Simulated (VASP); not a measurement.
Input of a VASP 6.6.1 run:

File INCAR:

```
SYSTEM = Cr3Cd
PREC = Accurate
ENCUT = 600
EDIFF = 1E-6
ISMEAR = 0
SIGMA = 0.1
LREAL = .FALSE.
LASPH = .TRUE.
NELM = 100
ALGO = Normal
ISIF = 3
LWAVE = .FALSE.
LCHARG = .FALSE.
GGA = PE
IBRION = 2
NSW = 90
EDIFFG = -0.04
```

The input KPOINTS:

```
regular mesh
0
G
  4 4 4
  0 0 0
```

The input POSCAR:

```
Cr3Cd
1.0
    3.8639997262      0.0000000000      0.0000000000
    0.0000000000      3.8639997262      0.0000000000
    0.0000000000      0.0000000000      3.8639997262
Cr Cd
3 1
Direct
    0.0000000000      0.5000000000      0.5000000000
    0.5000000000      0.0000000000      0.5000000000
    0.5000000000      0.5000000000      0.0000000000
    0.0000000000      0.0000000000      0.0000000000
```

Potentials or basis: VASP PAW PBE potentials, release 64 (Cr_pv, Cd).

Command:

```bash
$ cat potpaw_PBE.64/Cr_pv/POTCAR potpaw_PBE.64/Cd/POTCAR > POTCAR
$ mpirun -np 1 vasp_std > vasp.out
```

(1) Estimate the space group after relaxing (to 0.1 Å).

(2) Estimate the relaxed volume.

(3) Predict the band gap on the k mesh.

(4) Predict the relaxed cell.

## Answers

(1) Pm-3m (No. 221).

(2) 13.60 Å³/atom.

(3) zero (bands 24 and 25 overlap by 1.06 eV).

(4) a = 3.789 Å, b = 3.789 Å, c = 3.789 Å, α = 90.00°, β = 90.00°, γ = 90.00°.

Caveat: the k points lie up to 0.41 Å⁻¹ apart in the final cell, too coarse for converged energies and pressures of a metal; the run has no spin polarisation, though such a crystal can be magnetic.
